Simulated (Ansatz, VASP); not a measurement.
H3CN: VASP beside Ansatz

```xyz
40
Lattice="8.4343 0.0000 0.0000 0.0000 8.4343 0.0000 0.0000 0.0000 8.4343" Properties=species:S:1:pos:R:3 pbc="T T T"
N     0.3644    5.4355    7.3288
N     1.0750    5.9313    6.6462
N     6.6646    4.5944    2.1474
N     6.4741    5.6339    1.8329
N     3.3400    3.9791    9.0713
N     3.9891    3.1340    8.7891
N     3.2752    6.9360    2.8063
N     2.9649    7.2737    1.8031
C     6.4675   -0.1832    5.1087
C     5.9823    0.6286    3.9124
C    -0.1730    0.3243    0.8136
C     0.4830    1.5874    1.3610
C     1.7979    1.1907    4.9693
C     1.4180    1.7119    6.3508
C     5.8482    4.1687    5.6350
C     4.4163    4.2410    5.1123
H     6.4851    0.4208    6.0265
H     5.8175   -1.0481    5.2976
H     7.4867   -0.5614    4.9470
H     5.9596    0.0216    2.9977
H     4.9672    1.0160    4.0742
H     6.6360    1.4890    3.7155
H    -1.0192    0.5641    0.1540
H     0.5376   -0.2769    0.2313
H    -0.5576   -0.3120    1.6218
H     1.3498    1.3410    1.9885
H     0.8388    2.2406    0.5532
H    -0.2181    2.1716    1.9726
H     1.4700    0.1513    4.8307
H     1.3361    1.7946    4.1778
H     2.8855    1.2144    4.8149
H     1.7326    2.7552    6.4855
H     0.3320    1.6734    6.5076
H     1.8878    1.1186    7.1462
H     6.4800    4.9417    5.1785
H     5.8897    4.3138    6.7229
H     6.3071    3.1957    5.4160
H     3.7824    3.4760    5.5793
H     3.9593    5.2192    5.3141
H     4.3742    4.0792    4.0267
```

Alike in both runs: functional PBE; dispersion D3(BJ); k mesh 1 × 1 × 1; occupations fermi-dirac, width 0.05 eV; no spin polarisation.

Ansatz relaxed the structure, and its values are those at the end. VASP's run is a single point on that final structure, the one shown.

|  | VASP | Ansatz |
| --- | --- | --- |
| version | VASP 6.6.1 | Ansatz 0.2.0 |
| potentials or method | VASP PAW PBE potentials, release 64 (N, C, H), cutoff 520 eV | scalar-relativistic, plane waves, PAW |
| valence electrons in the cell | 96 | 96 |

Ansatz gave:

```
rms of the force components (eV/Å) : 0.029
```

Task: What did VASP give for the same quantities?

Result: rms of the force components (eV/Å): 0.420.

One of these differences is far larger than is usual between the two programs; its cause wasn't traced.

Noted on VASP's run: the standard files for N, O and F lose accuracy on very short bonds.
